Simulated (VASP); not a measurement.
# B3As (P6/mmm) in VASP: notebook

Runs on B3As. Level: PBE. Tasks: single point, relaxation of cell and atoms.

All numbers are computed with VASP 6.6.1; they aren't measurements. Logs are shortened: lines on timing, memory, paths and dates and some standing lists are left out, and cuts for length are marked.

## Step 1: The cell of the first run

It takes space group P6/mmm (No. 191, hexagonal). Conventional cell: a = 3.434 Å, b = 3.434 Å, c = 3.967 Å, α = 90.00°, β = 90.00°, γ = 120.00°. Within 2.3 Å of B (site symmetry mmm) lie 4 B at 1.72 Å. As (site symmetry 6/mmm) has 24 B at 2.62 to 3.57 Å and 6 As at 3.43 Å within 3.6 Å.

The cell was built from a structure type or drawn by symmetry, and may not be a known phase.

## Step 2: Single point, PBE

Input file INCAR:

```
SYSTEM = B3As
PREC = Accurate
ENCUT = 520
EDIFF = 1E-6
ISMEAR = 0
SIGMA = 0.1
LREAL = .FALSE.
LASPH = .TRUE.
NELM = 60
ALGO = Normal
ISIF = 2
LWAVE = .FALSE.
LCHARG = .TRUE.
GGA = PE
LELF = .TRUE.
LVHAR = .TRUE.
NBANDS = 24
```

Input file KPOINTS:

```
regular mesh
0
G
  6 6 4
  0 0 0
```

Input file POSCAR:

```
B3As
1.0
    3.4339111127      0.0000000000      0.0000000000
   -1.7169555563      2.9738542579      0.0000000000
    0.0000000000      0.0000000000      7.9347391897
B As
6 2
Direct
    0.5000165504      0.0000000000      0.7500000000
    0.0000000000      0.4999834496      0.2500000000
    0.4999834496      0.0000000000      0.2500000000
    0.0000000000      0.5000165504      0.7500000000
    0.5000165504      0.5000165504      0.2500000000
    0.4999834496      0.4999834496      0.7500000000
    0.0000000000      0.0000000000      0.0000000000
    0.0000000000      0.0000000000      0.5000000000
```

Potentials or basis: VASP PAW PBE potentials, release 64 (B, As).

Started as:

```bash
cat potpaw_PBE.64/B/POTCAR potpaw_PBE.64/As/POTCAR > POTCAR
mpirun -np 1 vasp_std > vasp.out
```

OUTCAR:

```text
SYSTEM = B3As
   PREC = Accurate
   ENCUT = 520
   EDIFF = 1E-6
   ISMEAR = 0
   LREAL = .FALSE.
   LASPH = .TRUE.
   NELM = 60
   ISIF = 2
   GGA = PE

 ion  position               nearest neighbor table
   1  0.500  0.000  0.750-   6 1.72   6 1.72   4 1.72   4 1.72
   2  0.000  0.500  0.250-   3 1.72   3 1.72   5 1.72   5 1.72
   3  0.500  0.000  0.250-   5 1.72   5 1.72   2 1.72   2 1.72
   4  0.000  0.500  0.750-   1 1.72   1 1.72   6 1.72   6 1.72
   5  0.500  0.500  0.250-   3 1.72   3 1.72   2 1.72   2 1.72
   6  0.500  0.500  0.750-   1 1.72   1 1.72   4 1.72   4 1.72
   7  0.000  0.000  0.000-
   8  0.000  0.000  0.500-

  LATTYP: Found a hexagonal cell.
 ALAT       =     3.4339111127
 C/A-ratio  =     2.3107002276

  Lattice vectors:

 A1 = (   3.4339111127,   0.0000000000,   0.0000000000)
 A2 = (  -1.7169555563,   2.9738542579,   0.0000000000)
 A3 = (   0.0000000000,   0.0000000000,   7.9347391897)

Analysis of symmetry for initial positions (statically):
=====================================================================
 Subroutine PRICEL returns:
 Original cell was already a primitive cell.

 Routine SETGRP: Setting up the symmetry group for a
 hexagonal supercell.

 Subroutine GETGRP returns: Found 24 space group operations
 (whereof 12 operations were pure point group operations)
 out of a pool of 24 trial point group operations.

The static configuration has the point symmetry D_3d.
 The point group associated with its full space group is D_6h.

Analysis of symmetry for dynamics (positions and initial velocities):
=====================================================================
 Subroutine PRICEL returns:
 Original cell was already a primitive cell.

 Routine SETGRP: Setting up the symmetry group for a
 hexagonal supercell.

 Subroutine GETGRP returns: Found 24 space group operations
 (whereof 12 operations were pure point group operations)
 out of a pool of 24 trial point group operations.

The dynamic configuration has the point symmetry D_3d.
 The point group associated with its full space group is D_6h.

 Subroutine INISYM returns: Found 24 space group operations
 (whereof 12 operations are pure point group operations),
 and found     1 'primitive' translations

----------------------------------------------------------------------------------------

                                     Primitive cell

  volume of cell :      81.0292

  direct lattice vectors                    reciprocal lattice vectors
     3.433911113  0.000000000  0.000000000     0.291213129  0.168131978  0.000000000
    -1.716955556  2.973854258  0.000000000     0.000000000  0.336263957  0.000000000
     0.000000000  0.000000000  7.934739190     0.000000000  0.000000000  0.126028087

  length of vectors
     3.433911113  3.433911113  7.934739190     0.336263957  0.336263957  0.126028087

  position of ions in fractional coordinates (direct lattice)
     0.500016550  0.000000000  0.750000000
     0.000000000  0.499983450  0.250000000
     0.499983450  0.000000000  0.250000000
     0.000000000  0.500016550  0.750000000
     0.500016550  0.500016550  0.250000000
     0.499983450  0.499983450  0.750000000
     0.000000000  0.000000000  0.000000000
     0.000000000  0.000000000  0.500000000

  ion indices of the primitive-cell ions
   primitive index   ion index
                 1           1
                 2           2
                 3           3
                 4           4
                 5           5
                 6           6
                 7           7
                 8           8

----------------------------------------------------------------------------------------

 KPOINTS: regular mesh

Automatic generation of k-mesh.
 Grid dimensions read from file:
 generate k-points for:    6    6    4

 Generating k-lattice:

  Cartesian coordinates                     Fractional coordinates (reciprocal lattice)
     0.048535522  0.028021996  0.000000000     0.166666667  0.000000000  0.000000000
     0.000000000  0.056043993  0.000000000     0.000000000  0.166666667  0.000000000
     0.000000000  0.000000000  0.031507022     0.000000000  0.000000000  0.250000000

  Length of vectors
     0.056043993  0.056043993  0.031507022

  Shift w.r.t. Gamma in fractional coordinates (k-lattice)
     0.000000000  0.000000000  0.000000000

 Subroutine IBZKPT returns following result:
 ===========================================

 Found     21 irreducible k-points:

 Following reciprocal coordinates:
            Coordinates               Weight
  0.000000  0.000000  0.000000      1.000000
  0.166667  0.000000  0.000000      6.000000
  0.333333  0.000000  0.000000      6.000000
  0.500000  0.000000  0.000000      3.000000
  0.166667  0.166667  0.000000      6.000000
  0.333333  0.166667  0.000000     12.000000
[... 13 lines left out ...]
  0.333333  0.166667  0.500000     12.000000
  0.333333  0.333333  0.500000      2.000000
   k-points           NKPTS =     21   k-points in BZ     NKDIM =     21   number of bands    NBANDS=     24
   number of dos      NEDOS =    301   number of ions     NIONS =      8
   total plane-waves  NPLWV =  47040
   dimension x,y,z NGX =    28 NGY =   28 NGZ =   60
   dimension x,y,z NGXF=    56 NGYF=   56 NGZF=  120
   ions per type =               6   2
   NGX,Y,Z   is equivalent  to a cutoff of  13.56, 13.56, 12.57 a.u.
   NGXF,Y,Z  is equivalent  to a cutoff of  27.11, 27.11, 25.14 a.u.
 SYSTEM =  B3As
   PREC   = accura    normal or accurate (medium, high low for compatibility)
   ISTART =      0    job   : 0-new  1-cont  2-samecut
   ICHARG =      2    charge: 1-file 2-atom 10-const
   ISPIN  =      1    spin polarized calculation?
   LNONCOLLINEAR =      F non collinear calculations
   LSORBIT =      F    spin-orbit coupling
   LASPH  =      T    aspherical Exc in radial PAW
   ENCUT  =  520.0 eV  38.22 Ry    6.18 a.u.   6.38  6.38 14.75*2*pi/ulx,y,z
   NELM   =     60;   NELMIN=  2; NELMDL= -5     # of ELM steps
   EDIFF  = 0.1E-05   stopping-criterion for ELM
   LREAL  =      F    real-space projection
   EDIFFG = 0.1E-04   stopping-criterion for IOM
   NSW    =      0    number of steps for IOM
   IBRION =     -1    ionic relax: 0-MD 1-quasi-New 2-CG
   NFREE  =      0    steps in history (QN), initial steepest desc. (CG)
   ISIF   =      2    stress and relaxation
   ISYM   =      2    0-nonsym 1-usesym 2-fastsym
   POTIM  = 0.5000    time-step for ionic-motion
   TEBEG  =    0.0;   TEEND  =   0.0 temperature during run
   PSTRESS=    0.0 pullay stress
   NELECT =      28.0000    total number of electrons
   NUPDOWN=      -1.0000    fix difference up-down
   EMIN   =  10.00;   EMAX   =-10.00  energy-range for DOS
   EFERMI =   0.00;   METHOD = LEGACY
   ISMEAR =     0;   SIGMA  =   0.10  broadening in eV -4-tet -1-fermi 0-gaus
   EFERMI_NEDOS =   21; number of points for ismear=-14 and -15
   IALGO  =     38    algorithm
   IMIX   =      4    mixing-type and parameters
     AMIX     =   0.40;   BMIX     =  1.00
     AMIX_MAG =   1.60;   BMIX_MAG =  1.00
  volume/ion in A,a.u.               =      10.13        68.35
  Fermi-wavevector in a.u.,A,eV,Ry     =   1.148807  2.170930 17.956389  1.319757
  Thomas-Fermi vector in A             =   2.285480
   LORBIT       =      0    0 simple, 1 ext, 2 COOP (PROOUT), +10 PAW based schemes
   GGA     = PE    functional components
   LHFCALC =     F    Hartree Fock is set to
   AEXX    =    0.0000 exact exchange contribution
   IVDW    =     0    specifies the selected vdW correction
   LEPSILON=     F    determine dielectric tensor
   LRPA    =     F    only Hartree local field effects (RPA)
 non-spin polarized calculation
 Gauss-broadening in eV      SIGMA  =   0.10
  energy-cutoff  :      520.00
  volume of cell :       81.03
 maximum number of plane-waves:      2213
 NGX is ok and might be reduce to    28
   NGX = 13   NGY = 13   NGZ = 29

 number of electron      28.0000000 magnetization

 Free energy of the ion-electron system (eV)
  ---------------------------------------------------
  ext. energy  EPLUGINS =         0.00000000
  ---------------------------------------------------
  free energy    TOTEN  =       -44.17528155 eV

  energy without entropy =      -44.16474151  energy(sigma->0) =      -44.17001153

 E-fermi :   6.8961     XC(G=0): -11.3439

 val. band max:        6.8598647696   @ k =   0.3333   0.0000   0.0000
 cond. band min:       6.9267731407   @ k =   0.5000   0.0000   0.5000
 fundamental gap:      0.0669083711
 Fermi energy:         6.8961077796

 k-point     1 :       0.0000    0.0000    0.0000
  band No.  band energies     occupation
      1      -9.0126      2.00000
      2      -7.3553      2.00000
      3      -6.3980      2.00000
      4      -1.3276      2.00000
      5      -0.4676      2.00000
      6      -0.4083      2.00000
[... 16 lines left out ...]
     23      11.4889      0.00000
     24      11.4889      0.00000

 k-point     2 :       0.1667    0.0000    0.0000
  band No.  band energies     occupation
      1      -8.6308      2.00000
      2      -7.0040      2.00000
      3      -6.0069      2.00000
      4      -1.4895      2.00000
      5      -0.9071      2.00000
      6      -0.8520      2.00000
[... 16 lines left out ...]
     23      11.4233      0.00000
     24      12.3621      0.00000

 k-point     3 :       0.3333    0.0000    0.0000
  band No.  band energies     occupation
      1      -7.5098      2.00000
      2      -5.9702      2.00000
      3      -4.9404      2.00000
      4      -3.2787      2.00000
      5      -2.3129      2.00000
      6      -1.1645      2.00000
[... 16 lines left out ...]
     23      12.1428      0.00000
     24      12.1444      0.00000
[... 433 lines left out ...]
 k-point    20 :       0.3333    0.1667    0.5000
  band No.  band energies     occupation
      1      -5.9629      2.00000
      2      -5.9629      2.00000
      3      -3.9470      2.00000
      4      -3.9470      2.00000
      5      -2.5510      2.00000
      6      -2.5510      2.00000
[... 16 lines left out ...]
     23      13.5876      0.00000
     24      13.5876      0.00000

 k-point    21 :       0.3333    0.3333    0.5000
  band No.  band energies     occupation
      1      -4.6926      2.00000
      2      -4.6926      2.00000
      3      -4.0044      2.00000
      4      -4.0044      2.00000
      5      -4.0044      2.00000
      6      -4.0044      2.00000
[... 16 lines left out ...]
     23      15.1590      0.00000
     24      15.1590      0.00000

------------------------ aborting loop because EDIFF is reached ----------------------------------------

  FORCE on cell =-STRESS in cart. coord.  units (eV):
  Direction    XX          YY          ZZ          XY          YZ          ZX
  --------------------------------------------------------------------------------------
  -------------------------------------------------------------------------------------
  Total       -0.0130542     -0.0130542      0.1271303     -0.0000000     -0.0000000     -0.0000000
  in kB       -0.2581189     -0.2581189      2.5137285     -0.0000000     -0.0000000     -0.0000000
  external PRESSURE =       0.6658302 kB  Pullay stress =       0.0000000 kB

 VOLUME and BASIS-vectors are now :
 -----------------------------------------------------------------------------
  energy-cutoff  :      520.00
  volume of cell :       81.03
      direct lattice vectors                 reciprocal lattice vectors
     3.433911113  0.000000000  0.000000000     0.291213129  0.168131978  0.000000000
    -1.716955556  2.973854258  0.000000000     0.000000000  0.336263957  0.000000000
     0.000000000  0.000000000  7.934739190     0.000000000  0.000000000  0.126028087

 POSITION                                       TOTAL-FORCE (eV/Angst)
 -----------------------------------------------------------------------------------
      1.71701      0.00000      5.95105        -0.000338      0.000000      0.000000
     -0.85845      1.48688      1.98368        -0.000169      0.000293     -0.000000
      1.71690      0.00000      1.98368         0.000338      0.000000     -0.000000
     -0.85851      1.48698      5.95105         0.000169     -0.000293      0.000000
      0.85851      1.48698      1.98368        -0.000169     -0.000293      0.000000
      0.85845      1.48688      5.95105         0.000169      0.000293     -0.000000
      0.00000      0.00000      0.00000        -0.000000      0.000000      0.000000
      0.00000      0.00000      3.96737         0.000000      0.000000      0.000000
 -----------------------------------------------------------------------------------
    total drift:                                0.000000      0.000000     -0.000000

  FREE ENERGIE OF THE ION-ELECTRON SYSTEM (eV)
  ---------------------------------------------------
  free  energy   TOTEN  =       -44.1752815495 eV

  energy  without entropy=      -44.1647415066  energy(sigma->0) =      -44.17001153
```

Wall time 60 s (1 thread of Intel Xeon Platinum 8259CL at 2.50GHz (Skylake/Cascade Lake), shared host); peak memory 0.21 GiB.

Results:

| Item | Value |
| --- | --- |
| Free energy | -44.1753 eV |
| Pressure | 0.1 GPa |
| Band gap on the k mesh | zero (bands 14 and 15 overlap by 4.05 eV) |

Stress tensor (GPa, compression positive):
```
-0.03  0.00  0.00
 0.00 -0.03  0.00
 0.00  0.00  0.25
```

Levels at points of the mesh, in eV from the Fermi level:
| k point | band 12 | band 13 | band 14 | band 15 | band 16 | band 17 |
| --- | --- | --- | --- | --- | --- | --- |
| (0.00, 0.00, 0.00) | -0.57 | 1.29 | 1.32 | 1.32 | 2.36 | 2.36 |
| (0.50, 0.00, 0.00) | -3.23 | -2.88 | -2.13 | -1.13 | 0.77 | 3.13 |
| (0.00, 0.00, 0.50) | -3.08 | 2.49 | 2.49 | 2.49 | 2.49 | 2.66 |
| (0.50, 0.00, 0.50) | -4.02 | 0.03 | 0.03 | 0.58 | 0.58 | 1.51 |

[end of part 1 of 2]
